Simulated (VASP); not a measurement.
Here is a VASP 6.6.1 calculation.

The input INCAR:

```
SYSTEM = Si
PREC = Accurate
ENCUT = 500
EDIFF = 1E-7
ISMEAR = 0
SIGMA = 0.1
LREAL = .False.
LASPH = .True.
NELM = 120
ALGO = Normal
ISIF = 3
LWAVE = .False.
LCHARG = .False.
GGA = PE
IBRION = 2
NSW = 80
EDIFFG = -0.02
GGA_COMPAT = .False.
NELMIN = 4
```

File KPOINTS:

```
Automatic mesh
0
Gamma
  21 21 21
  0 0 0
```

POSCAR

```
Si
1.0
   -1.5650000000      1.5650000000      1.5650000000
    1.5650000000     -1.5650000000      1.5650000000
    1.5650000000      1.5650000000     -1.5650000000
Si
1
Direct
    0.0000000000      0.0000000000      0.0000000000
```

Potentials or basis: VASP PAW PBE potentials, release 64 (Si).

Launch:

```sh
$ cat potpaw_PBE.64/Si/POTCAR > POTCAR
$ mpirun -np 1 vasp_std > vasp.out
```

(1) Predict the band gap on the k mesh.

(2) Predict the space group after relaxing (to 0.1 Å).

(3) Predict the relaxed cell.

Answers

(1) zero (bands 2 and 3 overlap by 15.47 eV).

(2) Im-3m (No. 229).

(3) a = 2.668 Å, b = 2.668 Å, c = 2.668 Å, α = 109.47°, β = 109.47°, γ = 109.47°.
